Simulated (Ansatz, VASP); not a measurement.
# One calculation of TaSi2, two programs

```
CELL_PARAMETERS angstrom
-1.69155 1.69155 8.44114
1.69155 -1.69155 8.44114
1.69155 1.69155 -8.44114
ATOMIC_POSITIONS crystal
Ta 0.00000 0.00000 0.00000
Ta 0.75000 0.25000 0.50000
Si 0.42561 0.42561 0.00000
Si 0.17561 0.67561 0.50000
Si 0.32439 0.82439 0.50000
Si 0.57439 0.57439 0.00000
```

Alike in both runs: functional PBE; k mesh 6 × 6 × 6; occupations gaussian, width 0.1 eV; no spin polarisation.

Ansatz relaxed the structure, and its values are those at the end. VASP's run is a single point on that final structure, the one shown.

|  | VASP | Ansatz |
| --- | --- | --- |
| version | VASP 6.6.1 | Ansatz 0.2.0 |
| potentials or method | VASP PAW PBE potentials, release 64 (Ta_pv, Si), cutoff 520 eV | scalar-relativistic, plane waves, PAW |
| valence electrons in the cell | 38 | 42 |

```csv
,VASP,Ansatz,Ansatz less VASP
gap on the k mesh at the Fermi level (eV),none,none,-
pressure (GPa),0.1,0.1,-0.03
rms of the force components (eV/Å),0.002,0.004,+0.0019
```

A gap of «none» marks a metal or a gap that the smearing closes. VASP's potentials hold 38 valence electrons a cell and Ansatz's 42, so a difference there can come from the potentials and not from the codes.

The k mesh is coarse, so the values compare programs but aren't converged. Neither program's run includes spin-orbit coupling.
